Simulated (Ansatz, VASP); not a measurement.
# PbO in VASP and in Ansatz

INCAR

```
SYSTEM = PbO
PREC     = Accurate       ! precision mode
ENCUT    = 520            ! plane-wave cutoff, eV
EDIFF    = 1E-6           ! SCF threshold, eV
ISMEAR   = -1             ! smearing method
SIGMA    = 0.02           ! smearing width, eV
LREAL    = .FALSE.        ! projectors in reciprocal space
LASPH    = .TRUE.         ! aspherical terms in the spheres
NELM     = 80             ! most SCF steps
ALGO     = Normal         ! electronic algorithm
ISIF     = 2              ! what is computed and relaxed
LWAVE    = .FALSE.        ! write WAVECAR
LCHARG   = .FALSE.        ! write CHGCAR
GGA      = PE             ! functional
NBANDS   = 28             ! bands
```

KPOINTS

```
Automatic mesh
0
G
  6 6 4
  0 0 0
```

The input POSCAR:

```
PbO
1.0
    3.6472223885      0.0000000000      0.0000000000
   -1.8236111942      3.1585872417      0.0000000000
    0.0000000000      0.0000000000      6.5723142582
Pb O
2 2
Direct
    0.0000000000      0.0000000000      0.0000000000
    0.0000000000      0.0000000000      0.5000000000
    0.3333333333      0.6666666667      0.2500000000
    0.6666666667      0.3333333333      0.7500000000
```

Input for Ansatz:

```yaml
crystal:
  lattice:
    - [3.6472223885, 0.0, 0.0]
    - [-1.8236111942, 3.1585872417, 0.0]
    - [0.0, 0.0, 6.5723142582]
  atoms:
    - { symbol: Pb, position: [0.0, 0.0, 0.0] }
    - { symbol: Pb, position: [0.0, 0.0, 0.5] }
    - { symbol: O, position: [0.3333333333, 0.6666666667, 0.25] }
    - { symbol: O, position: [0.6666666667, 0.3333333333, 0.75] }
kpoints:
  mp_grid: { grid: [6, 6, 4] }
hamiltonian:
  xc: pbe
scf:
  occupations: { method: fermi_dirac, width: 0.02 }
  n_extra_bands: 5
output:
  forces: true
  stress: true
  eigenvalues: true
```

Alike in both runs: task single point; functional PBE; k mesh 6 × 6 × 4; occupations fermi-dirac, width 0.02 eV; no spin polarisation.

```csv
,VASP,Ansatz
version,VASP 6.6.1,Ansatz 0.2.0
potentials or method,"VASP PAW PBE potentials, release 64 (Pb_d, O)","plane waves, PAW"
plane-wave cutoff (eV),520,420
valence electrons in the cell,40,40
```

|  | VASP | Ansatz | Ansatz less VASP |
| --- | --- | --- | --- |
| pressure (GPa) | -2.5 | -2.4 | +0.06 |
| traceless stress, the component that is largest in VASP (GPa) | -0.42 | -0.41 | +0.005 |

The functional is the same, so the differences come from potentials, cutoffs and numerics.

Neither program's run includes spin-orbit coupling.
